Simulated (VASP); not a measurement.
# SnO (Pm) in VASP: single point with PBEsol

Aim: the single point of SnO with PBEsol.

All numbers are computed with VASP 6.6.1; they aren't measurements. Logs are shortened: lines on timing, memory, paths and dates and some standing lists are left out, and cuts for length are marked.

## (1) The cell of the first run

The structure is monoclinic, space group Pm (No. 6). Conventional cell: a = 5.705 Å, b = 3.316 Å, c = 11.692 Å, α = 90.00°, β = 92.33°, γ = 90.00°. Sn (site symmetry m) has 3 O at 2.13 to 2.14 Å within 2.8 Å. Sn (site symmetry m) has 3 O at 2.13 to 2.14 Å within 2.8 Å. Within 2.8 Å of Sn (site symmetry m) lie 3 O at 2.13 to 2.14 Å. Sn (site symmetry m) has 3 O at 2.13 to 2.14 Å within 2.8 Å. Sn (site symmetry m) has 3 O at 2.13 to 2.34 Å within 2.8 Å. Within 2.8 Å of Sn (site symmetry m) lie 3 O at 2.13 to 2.14 Å. Within 2.9 Å of O (site symmetry m) lie 3 Sn at 2.13 to 2.34 Å and 4 O at 2.69 to 2.87 Å. O (site symmetry m) has 3 Sn at 2.13 to 2.14 Å and 4 O at 2.87 Å within 2.9 Å.

## (2) Single point, PBEsol (the part above a cut slid along it)

Contents of INCAR:

```
  PREC = Accurate
  ENCUT = 520
  EDIFF = 1E-6
  ISMEAR = 0
  SIGMA = 0.05
  LREAL = F
  LASPH = T
  NELM = 100
  ALGO = Normal
  ISIF = 2
  LWAVE = F
  LCHARG = F
  GGA = PS
  NBANDS = 72
```

Contents of KPOINTS:

```
Automatic mesh
0
Gamma
  8 5 3
```

Contents of POSCAR:

```
SnO
1.0
   -3.3156086772      0.0000000000      0.0000000000
    0.0000000000     -5.7050005398      0.0000000000
    0.0000000000     -0.4752265450     11.6824937061
Sn O
6 6
Direct
    0.0000000000      0.6926003831      0.8836914207
    0.0000000000      0.7481337164      0.2170247540
    0.0000000000      0.7203670497      0.5503580874
    0.5000000000      0.1740599596      0.7170247540
    0.5000000000      0.2295932929      0.0503580874
    0.5000000000      0.2018266263      0.3836914207
    0.0000000000      0.0355437244      0.9495755793
    0.0000000000      0.0910770578      0.2829089126
    0.0000000000      0.0633103911      0.6162422460
    0.5000000000      0.8201403174      0.7829089126
    0.5000000000      0.8756736507      0.1162422460
    0.5000000000      0.8479069840      0.4495755793
```

Potentials or basis: VASP PAW PBE potentials, release 64 (Sn_d, O).

Started as:

```
cat potpaw_PBE.64/Sn_d/POTCAR potpaw_PBE.64/O/POTCAR > POTCAR
mpirun -np 1 vasp_std > vasp.out
```

OUTCAR:

```text
PREC = Accurate
   ENCUT = 520
   EDIFF = 1E-6
   ISMEAR = 0
   LREAL = F
   LASPH = T
   NELM = 100
   ISIF = 2
   GGA = PS

 ion  position               nearest neighbor table
   1  0.000  0.693  0.884-   7 2.13  10 2.14  10 2.14   5 3.62   5 3.62   4 3.70   4 3.70
   2  0.000  0.748  0.217-   8 2.13  11 2.14  11 2.14   5 3.70   5 3.70   6 3.70   6 3.70
   3  0.000  0.720  0.550-   9 2.13  12 2.14  12 2.14   4 3.70   4 3.70   6 3.70   6 3.70
   4  0.500  0.174  0.717-  10 2.13   9 2.14   9 2.14   3 3.70   3 3.70   1 3.70   1 3.70
   5  0.500  0.230  0.050-  11 2.13   7 2.34   7 2.34   1 3.62   1 3.62   2 3.70   2 3.70
   6  0.500  0.202  0.384-  12 2.13   8 2.14   8 2.14   2 3.70   2 3.70   3 3.70   3 3.70
   7  0.000  0.036  0.950-   1 2.13   5 2.34   5 2.34
   8  0.000  0.091  0.283-   2 2.13   6 2.14   6 2.14
   9  0.000  0.063  0.616-   3 2.13   4 2.14   4 2.14
  10  0.500  0.820  0.783-   4 2.13   1 2.14   1 2.14
  11  0.500  0.876  0.116-   5 2.13   2 2.14   2 2.14
  12  0.500  0.848  0.450-   6 2.13   3 2.14   3 2.14

  LATTYP: Found a simple monoclinic cell.
 ALAT       =     5.7050005398
 B/A-ratio  =     0.5811758744
 C/A-ratio  =     2.0494573814
 COS(beta)  =    -0.0406449047

  Lattice vectors:

 A1 = (   0.0000000000,  -5.7050005398,   0.0000000000)
 A2 = (  -3.3156086772,   0.0000000000,   0.0000000000)
 A3 = (   0.0000000000,   0.4752265450, -11.6824937061)

Analysis of symmetry for initial positions (statically):
=====================================================================
 Subroutine PRICEL returns:
 Original cell was already a primitive cell.

 Routine SETGRP: Setting up the symmetry group for a
 simple monoclinic supercell.

 Subroutine GETGRP returns: Found  2 space group operations
 (whereof  2 operations were pure point group operations)
 out of a pool of  4 trial point group operations.

The static configuration has the point symmetry C_1h.

Analysis of symmetry for dynamics (positions and initial velocities):
=====================================================================
 Subroutine PRICEL returns:
 Original cell was already a primitive cell.

 Routine SETGRP: Setting up the symmetry group for a
 simple monoclinic supercell.

 Subroutine GETGRP returns: Found  2 space group operations
 (whereof  2 operations were pure point group operations)
 out of a pool of  4 trial point group operations.

The dynamic configuration has the point symmetry C_1h.

 Subroutine INISYM returns: Found  2 space group operations
 (whereof  2 operations are pure point group operations),
 and found     1 'primitive' translations

----------------------------------------------------------------------------------------

                                     Primitive cell

  volume of cell :     220.9808

  direct lattice vectors                    reciprocal lattice vectors
    -3.315608677  0.000000000  0.000000000    -0.301603747  0.000000000  0.000000000
     0.000000000 -5.705000540  0.000000000     0.000000000 -0.175284821 -0.007130327
     0.000000000 -0.475226545 11.682493706     0.000000000  0.000000000  0.085598163

  length of vectors
     3.315608677  5.705000540 11.692155467     0.301603747  0.175429787  0.085598163

  position of ions in fractional coordinates (direct lattice)
     0.000000000  0.692600383  0.883691421
     0.000000000  0.748133716  0.217024754
     0.000000000  0.720367050  0.550358087
     0.500000000  0.174059960  0.717024754
     0.500000000  0.229593293  0.050358087
     0.500000000  0.201826626  0.383691421
     0.000000000  0.035543724  0.949575579
     0.000000000  0.091077058  0.282908913
     0.000000000  0.063310391  0.616242246
     0.500000000  0.820140317  0.782908913
     0.500000000  0.875673651  0.116242246
     0.500000000  0.847906984  0.449575579

  ion indices of the primitive-cell ions
   primitive index   ion index
                 1           1
                 2           2
                 3           3
                 4           4
                 5           5
                 6           6
                 7           7
                 8           8
                 9           9
                10          10
                11          11
                12          12

----------------------------------------------------------------------------------------

 KPOINTS: Automatic mesh

Automatic generation of k-mesh.
 Grid dimensions read from file:
 generate k-points for:    8    5    3

 Generating k-lattice:

  Cartesian coordinates                     Fractional coordinates (reciprocal lattice)
    -0.037700468  0.000000000  0.000000000     0.125000000  0.000000000  0.000000000
     0.000000000 -0.035056964 -0.001426065     0.000000000  0.200000000  0.000000000
     0.000000000  0.000000000  0.028532721     0.000000000  0.000000000  0.333333333

  Length of vectors
     0.037700468  0.035085957  0.028532721

  Shift w.r.t. Gamma in fractional coordinates (k-lattice)
     0.000000000  0.000000000  0.000000000

 Subroutine IBZKPT returns following result:
 ===========================================

 Found     40 irreducible k-points:

 Following reciprocal coordinates:
            Coordinates               Weight
  0.000000  0.000000  0.000000      1.000000
  0.125000  0.000000  0.000000      2.000000
  0.250000  0.000000  0.000000      2.000000
  0.375000  0.000000  0.000000      2.000000
  0.500000  0.000000  0.000000      1.000000
  0.000000  0.200000  0.000000      2.000000
[... 16 lines left out ...]
  0.250000  0.200000  0.333333      4.000000
  0.375000  0.200000  0.333333      4.000000
 [... further k-points ...]
   k-points           NKPTS =     40   k-points in BZ     NKDIM =     40   number of bands    NBANDS=     72
   number of dos      NEDOS =    301   number of ions     NIONS =     12
   total plane-waves  NPLWV = 105840
   dimension x,y,z NGX =    28 NGY =   42 NGZ =   90
   dimension x,y,z NGXF=    56 NGYF=   84 NGZF=  180
   ions per type =               6   6
   NGX,Y,Z   is equivalent  to a cutoff of  14.04, 12.24, 12.80 a.u.
   NGXF,Y,Z  is equivalent  to a cutoff of  28.08, 24.48, 25.59 a.u.
 SYSTEM =  unknown system
   PREC   = accura    normal or accurate (medium, high low for compatibility)
   ISTART =      0    job   : 0-new  1-cont  2-samecut
   ICHARG =      2    charge: 1-file 2-atom 10-const
   ISPIN  =      1    spin polarized calculation?
   LNONCOLLINEAR =      F non collinear calculations
   LSORBIT =      F    spin-orbit coupling
   LASPH  =      T    aspherical Exc in radial PAW
   ENCUT  =  520.0 eV  38.22 Ry    6.18 a.u.   6.16 10.61 21.74*2*pi/ulx,y,z
   NELM   =    100;   NELMIN=  2; NELMDL= -5     # of ELM steps
   EDIFF  = 0.1E-05   stopping-criterion for ELM
   LREAL  =      F    real-space projection
   EDIFFG = 0.1E-04   stopping-criterion for IOM
   NSW    =      0    number of steps for IOM
   IBRION =     -1    ionic relax: 0-MD 1-quasi-New 2-CG
   NFREE  =      0    steps in history (QN), initial steepest desc. (CG)
   ISIF   =      2    stress and relaxation
   ISYM   =      2    0-nonsym 1-usesym 2-fastsym
   POTIM  = 0.5000    time-step for ionic-motion
   TEBEG  =    0.0;   TEEND  =   0.0 temperature during run
   PSTRESS=    0.0 pullay stress
   NELECT =     120.0000    total number of electrons
   NUPDOWN=      -1.0000    fix difference up-down
   EMIN   =  10.00;   EMAX   =-10.00  energy-range for DOS
   EFERMI =   0.00;   METHOD = LEGACY
   ISMEAR =     0;   SIGMA  =   0.05  broadening in eV -4-tet -1-fermi 0-gaus
   EFERMI_NEDOS =   21; number of points for ismear=-14 and -15
   IALGO  =     38    algorithm
   IMIX   =      4    mixing-type and parameters
     AMIX     =   0.40;   BMIX     =  1.00
     AMIX_MAG =   1.60;   BMIX_MAG =  1.00
  volume/ion in A,a.u.               =      18.42       124.27
  Fermi-wavevector in a.u.,A,eV,Ry     =   1.335623  2.523961 24.271264  1.783888
  Thomas-Fermi vector in A             =   2.464312
   LORBIT       =      0    0 simple, 1 ext, 2 COOP (PROOUT), +10 PAW based schemes
   GGA     = PS    functional components
   LHFCALC =     F    Hartree Fock is set to
   AEXX    =    0.0000 exact exchange contribution
   IVDW    =     0    specifies the selected vdW correction
   LEPSILON=     F    determine dielectric tensor
   LRPA    =     F    only Hartree local field effects (RPA)
 non-spin polarized calculation
 Gauss-broadening in eV      SIGMA  =   0.05
  energy-cutoff  :      520.00
  volume of cell :      220.98
 maximum number of plane-waves:      5974
 NGX is ok and might be reduce to    28
   NGX = 13   NGY = 21   NGZ = 43

 number of electron     120.0000006 magnetization

 Free energy of the ion-electron system (eV)
  ---------------------------------------------------
  ext. energy  EPLUGINS =         0.00000000
  ---------------------------------------------------
  free energy    TOTEN  =       -70.92633558 eV

  energy without entropy =      -70.92633558  energy(sigma->0) =      -70.92633558

 E-fermi :   5.9096     XC(G=0): -10.2631

 val. band max:        5.6887959857   @ k =   0.0000   0.0000   0.0000
 cond. band min:       6.6406478050   @ k =   0.3750   0.4000   0.0000
 fundamental gap:      0.9518518193
 Fermi energy:         5.9096432063

 k-point     1 :       0.0000    0.0000    0.0000
  band No.  band energies     occupation
      1     -15.5948      2.00000
      2     -15.5434      2.00000
      3     -15.5200      2.00000
      4     -15.4334      2.00000
      5     -15.3807      2.00000
      6     -15.3500      2.00000
[... 64 lines left out ...]
     71      11.9425      0.00000
     72      12.1134      0.00000
[... 1723 lines left out ...]
     71      10.7470      0.00000
     72      11.2664      0.00000

 [... further k-points ...]

------------------------ aborting loop because EDIFF is reached ----------------------------------------

  FORCE on cell =-STRESS in cart. coord.  units (eV):
  Direction    XX          YY          ZZ          XY          YZ          ZX
  --------------------------------------------------------------------------------------
  -------------------------------------------------------------------------------------
  Total       -1.1465819     -3.8683329     -1.4067194      0.0000000      2.6926715      0.0000000
  in kB       -8.3130646    -28.0465799    -10.1991398      0.0000000     19.5226804      0.0000000
  external PRESSURE =     -15.5195948 kB  Pullay stress =       0.0000000 kB

 VOLUME and BASIS-vectors are now :
 -----------------------------------------------------------------------------
  energy-cutoff  :      520.00
  volume of cell :      220.98
      direct lattice vectors                 reciprocal lattice vectors
    -3.315608677  0.000000000  0.000000000    -0.301603747  0.000000000  0.000000000
     0.000000000 -5.705000540  0.000000000     0.000000000 -0.175284821 -0.007130327
     0.000000000 -0.475226545 11.682493706     0.000000000  0.000000000  0.085598163

 POSITION                                       TOTAL-FORCE (eV/Angst)
 -----------------------------------------------------------------------------------
      0.00000     -4.37124     10.32372         0.000000     -1.017739      0.168376
      0.00000     -4.37124      2.53539         0.000000     -0.154927     -0.223130
      0.00000     -4.37124      6.42955         0.000000      0.078776      0.071895
     -1.65780     -1.33376      8.37664         0.000000     -0.104105      0.285871
     -1.65780     -1.33376      0.58831         0.000000      2.208809     -1.395907
     -1.65780     -1.33376      4.48247         0.000000     -0.081153      0.151408
      0.00000     -0.65404     11.09341         0.000000     -1.567762      0.442203
      0.00000     -0.65404      3.30508         0.000000      0.009082     -0.113662
      0.00000     -0.65404      7.19925         0.000000      0.062311     -0.055582
     -1.65780     -5.05096      9.14633         0.000000      0.292210     -0.019898
     -1.65780     -5.05096      1.35800         0.000000      0.312700      0.785167
     -1.65780     -5.05096      5.25216         0.000000     -0.038201     -0.096743
 -----------------------------------------------------------------------------------
    total drift:                               -0.000000     -0.000281      0.003375

  FREE ENERGIE OF THE ION-ELECTRON SYSTEM (eV)
  ---------------------------------------------------
  free  energy   TOTEN  =       -70.9263355788 eV

  energy  without entropy=      -70.9263355788  energy(sigma->0) =      -70.92633558
```

It took 5.9 min on 1 thread of AMD EPYC 9R45 (Zen 5), shared host; peak memory 0.57 GiB.

What came out:

- Free energy: -70.9263 eV
- Pressure: -1.6 GPa
- Largest force: 2.613 eV/Å
- Band gap on the k mesh: 0.95 eV (least direct gap 1.48 eV)

Forces on the atoms (eV/Å):
```
Sn   0.000 -1.018  0.168
Sn   0.000 -0.155 -0.223
Sn   0.000  0.079  0.072
Sn   0.000 -0.104  0.286
Sn   0.000  2.209 -1.396
Sn   0.000 -0.081  0.151
O    0.000 -1.568  0.442
O    0.000  0.009 -0.114
O    0.000  0.062 -0.056
O    0.000  0.292 -0.020
O    0.000  0.313  0.785
O    0.000 -0.038 -0.097
```

Stress tensor (GPa, compression positive):
```
-0.83  0.00  0.00
 0.00 -2.80  1.95
 0.00  1.95 -1.02
```

Caveat: the cell differs from its parent crystal (the part above a cut slid along it); the PAW data sets were made with another functional, which shifts forces and pressure a little; spin-orbit coupling is left out, which moves the levels of the heavy elements. A k mesh can miss the band edges.
